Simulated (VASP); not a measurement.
Set up this calculation in VASP 6.6.1, as the native input.

```yaml
Task: single point
Functional: PBEsol
Potentials_or_basis: VASP PAW PBE potentials, release 64 (Si, C, Ge_d)
Cutoff: 520 eV
k_mesh: 1 × 1 × 1, shifted
Occupations: fermi-dirac, width 0.05 eV
Spin: no spin polarisation
Dipole_correction: no
Further_INCAR_settings: LREAL = Auto; ALGO = Normal; EDIFF = 1e-06; NBANDS = 171; ISYM = 0
```

The structure of Si32GeC31 (a cell with a defect) lies in POSCAR:

```
Si32GeC31
1.0
    8.7137060000      0.0000000000      0.0000000000
    0.0000000000      8.7137060000      0.0000000000
    0.0000000000      0.0000000000      8.7137060000
Si C Ge
32 31 1
Direct
    0.9999710000      0.9997990000      0.9995330000
    0.0027910000      0.0026390000      0.4991620000
    0.0027560000      0.4994460000      0.0023000000
    0.0006820000      0.4995240000      0.4992380000
    0.4995910000      0.0026220000      0.0023440000
    0.4996520000      0.0005250000      0.4992420000
    0.4996500000      0.4995150000      0.0002570000
    0.4811390000      0.4809700000      0.4807180000
    0.2497620000      0.2495750000      0.9996120000
    0.2469510000      0.2468190000      0.4991060000
    0.2468250000      0.7498750000      0.0024900000
    0.2492540000      0.7500400000      0.4992220000
    0.7500230000      0.2466930000      0.0024690000
    0.7501960000      0.2490940000      0.4992170000
    0.7501740000      0.7500200000      0.0002090000
    0.7682470000      0.7681000000      0.4811130000
    0.2497670000      0.9998960000      0.2493170000
    0.2468270000      0.0027630000      0.7496260000
    0.2469820000      0.4993900000      0.2465660000
    0.2492430000      0.4995130000      0.7497750000
    0.7500240000      0.0027700000      0.2464000000
    0.7501880000      0.0005130000      0.7497300000
    0.7502120000      0.4995260000      0.2488040000
    0.7681650000      0.4814190000      0.7677920000
    0.0000550000      0.2495930000      0.2493140000
    0.0029110000      0.2466930000      0.7496090000
    0.0029520000      0.7498880000      0.2463750000
    0.0006620000      0.7500030000      0.7497130000
    0.4994980000      0.2468180000      0.2465210000
    0.4996510000      0.2490850000      0.7497340000
    0.4996760000      0.7500320000      0.2488160000
    0.4815280000      0.7681020000      0.7678100000
    0.1251160000      0.1249510000      0.1246830000
    0.1251240000      0.1249700000      0.6246090000
    0.1251390000      0.6248520000      0.1247140000
    0.1251600000      0.6250090000      0.6247440000
    0.6249960000      0.1249810000      0.1247220000
    0.6251780000      0.1249960000      0.6247440000
    0.6251830000      0.6250110000      0.1247350000
    0.3745630000      0.3744380000      0.1246010000
    0.3691170000      0.3689570000      0.6247960000
    0.3745530000      0.8755310000      0.1249110000
    0.3689830000      0.8812470000      0.6246200000
    0.8756860000      0.3743830000      0.1248880000
    0.8813820000      0.3688240000      0.6246070000
    0.8756730000      0.8755500000      0.1245460000
    0.8810820000      0.8809200000      0.6250860000
    0.3745670000      0.1248650000      0.3741740000
    0.3745430000      0.1251690000      0.8752570000
    0.3691220000      0.6250480000      0.3686990000
    0.3689930000      0.6248910000      0.8809710000
    0.8756950000      0.1251440000      0.3741350000
    0.8756740000      0.1247890000      0.8752830000
    0.8814180000      0.6248590000      0.3685550000
    0.8810970000      0.6253480000      0.8806650000
    0.1250280000      0.3744200000      0.3741710000
    0.1253340000      0.3743960000      0.8752670000
    0.1253300000      0.8755210000      0.3741330000
    0.1249240000      0.8755210000      0.8752650000
    0.6252130000      0.3689410000      0.3686820000
    0.6249900000      0.3688340000      0.8809610000
    0.6250110000      0.8812170000      0.3685850000
    0.6254810000      0.8809150000      0.8806480000
    0.6247570000      0.6246230000      0.6243100000
```

The input as run:

INCAR

```
SYSTEM = Si32GeC31
PREC = Accurate
ENCUT = 520
EDIFF = 1E-6
ISMEAR = -1
SIGMA = 0.05
LREAL = Auto
LASPH = .True.
NELM = 120
ALGO = Normal
ISIF = 2
LWAVE = .False.
LCHARG = .True.
GGA = PS
LELF = .True.
LVHAR = .True.
ISYM = 0
NBANDS = 171
GGA_COMPAT = .False.
```

KPOINTS

```
Automatic mesh
0
Gamma
  1 1 1
  0.25 0.25 0.25
```

Potentials or basis: VASP PAW PBE potentials, release 64 (Si, C, Ge_d).

Run with:

```sh
$ cat potpaw_PBE.64/Si/POTCAR potpaw_PBE.64/C/POTCAR potpaw_PBE.64/Ge_d/POTCAR > POTCAR
$ mpirun -np 1 vasp_std > vasp.out
```

Results of the run:

* Pressure: 5.8 GPa
* Largest force: 0.173 eV/Å
* Band gap on the k mesh: 1.59 eV

Caveat: the PAW data sets were made with another functional, which shifts forces and pressure a little.

Run time: 24 min on 1 thread of Oxide Virtual Turin-like Processor, with other jobs on the host, peak memory 0.81 GiB.
